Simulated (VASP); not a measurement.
**InSe: relaxation of volume and atoms at fixed shape with PBEsol**

Crystal: InSe.

```xyz
4
Lattice="2.0000 1.1547 8.4400 -2.0000 1.1547 8.4400 0.0000 -2.3094 8.4400" Properties=species:S:1:pos:R:3 pbc="T T T"
In    0.0000    0.0000    0.0000
In    0.0000    0.0000    2.8206
Se    0.0000    0.0000   15.6098
Se    0.0000    0.0000   20.9675
```

```
Program                : VASP 6.6.1
Task                   : relaxation of volume and atoms at fixed shape
Functional             : PBEsol
Potentials or basis    : VASP PAW PBE potentials, release 64 (In_d, Se)
Cutoff                 : 600 eV
k mesh                 : 6 × 6 × 6
Occupations            : gaussian, width 0.01 eV
Spin                   : no spin polarisation
Dipole correction      : no
Further INCAR settings : ALGO = Normal; EDIFF = 1e-06; IBRION = 2; EDIFFG = -0.01; NSW = 80; ISIF = 8
```

```
Relaxed volume                        : 29.46 Å³/atom
Relaxed cell                          : a = 8.772 Å, b = 8.772 Å, c = 8.772 Å, α = 26.43°, β = 26.43°, γ = 26.43°
Space group after relaxing (to 0.1 Å) : R3m (No. 160)
Energy gained by relaxing             : 1.7 meV/atom
Ionic steps                           : 11
Pressure after relaxing               : 0.0 GPa
Largest force after relaxing          : 0.005 eV/Å
Band gap on the k mesh                : 0.38 eV
```

Forces on the atoms (eV/Å):
```
In   0.000  0.000  0.005
In   0.000  0.000 -0.001
Se   0.000  0.000 -0.005
Se   0.000  0.000  0.001
```

Stress tensor (GPa, compression positive):
```
 0.02  0.00  0.00
 0.00  0.02  0.00
 0.00  0.00 -0.07
```

Step by step:
```
step  energy change (eV)  largest force (eV/Å)  pressure (GPa)  volume (Å³)
   1              0.0000                0.3183            0.27       116.95
   2             -0.0049                0.0845           -0.33       117.78
   3             -0.0050                0.0669           -0.26       117.67
   4             -0.0061                0.0397           -0.01       117.02
   5             -0.0061                0.0353            0.06       116.91
   6             -0.0061                0.0371            0.04       116.95
   7             -0.0063                0.0324            0.05       117.03
   8             -0.0066                0.0191            0.04       117.26
   9             -0.0069                0.0133            0.04       117.73
  10             -0.0067                0.0318           -0.14       118.16
  11             -0.0069                0.0054           -0.01       117.82
```

Final structure:
```
In Se
1.0
     2.00497    1.15757    8.46096
    -2.00497    1.15757    8.46096
     0.00000   -2.31514    8.46096
In Se
2 2
Direct
  0.00095 0.00095 0.00095
  0.11037 0.11037 0.11037
  0.61723 0.61723 0.61723
  0.82744 0.82744 0.82744
```

Levels at points of the mesh, in eV from the valence-band top:
| k point | band 17 | band 18 | band 19 | band 20 | band 21 | band 22 |
| --- | --- | --- | --- | --- | --- | --- |
| (0.00, 0.00, 0.00) | -1.25 | -1.17 | -1.17 | 1.63 | 2.02 | 4.32 |
| (0.50, 0.00, 0.00) | -2.27 | -2.20 | -1.68 | 1.16 | 1.93 | 3.62 |
| (0.50, 0.50, 0.00) | -2.45 | -2.00 | -1.53 | 1.16 | 1.92 | 3.27 |
| (0.50, 0.50, 0.50) | -1.09 | -1.09 | 0.00 | 0.38 | 2.09 | 4.25 |

Wall time 51 min on 1 thread of AMD EPYC 7R13 Processor (Zen 3) (shared host), peak memory 0.77 GiB.

Caveat: the PAW data sets were made with another functional, which shifts forces and pressure a little; spin-orbit coupling is left out, which moves the levels of the heavy elements. A k mesh can miss the band edges.
